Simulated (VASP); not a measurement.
# Cs: single point with PBEsol+D3(BJ)

Crystal: Cs.

```
CELL_PARAMETERS angstrom
-3.12847 3.12847 3.12847
3.12847 -3.12847 3.12847
3.12847 3.12847 -3.12847
ATOMIC_POSITIONS crystal
Cs 0.00000 0.00000 0.00000
```

| Property | Result |
| --- | --- |
| Program | VASP 6.6.1 |
| Task | single point |
| Functional | PBEsol |
| Dispersion | D3(BJ) |
| Potentials or basis | VASP PAW PBE potentials, release 64 (Cs_sv) |
| Cutoff | 520 eV |
| k mesh | 6 × 6 × 6 |
| Occupations | tetrahedron |
| Spin | no spin polarisation |

The pressure is -0.4 GPa and the dispersion energy per atom is -0.106 eV.

Levels at points of the mesh, in eV from the Fermi level:
```tsv
k point	band 2	band 3	band 4	band 5	band 6	band 7
(0.00, 0.00, 0.00)	-10.63	-10.63	-10.63	-1.63	2.44	2.44
(0.50, 0.00, 0.00)	-10.74	-10.67	-10.63	0.04	0.80	1.64
(0.50, 0.50, 0.50)	-10.71	-10.71	-10.71	0.69	0.69	2.83
```

Wall time 14 s on 1 thread of Intel(R) Xeon(R) Platinum 8375C CPU @ 2.90GHz (Ice Lake) (shared host), peak memory 0.23 GiB.

Caveat: the PAW data sets were made with another functional, which shifts forces and pressure a little; spin-orbit coupling is left out, which moves the levels of the heavy elements; pairwise dispersion overbinds metals, which lowers pressure and volume; tetrahedron occupations give inexact forces and stress in metals.
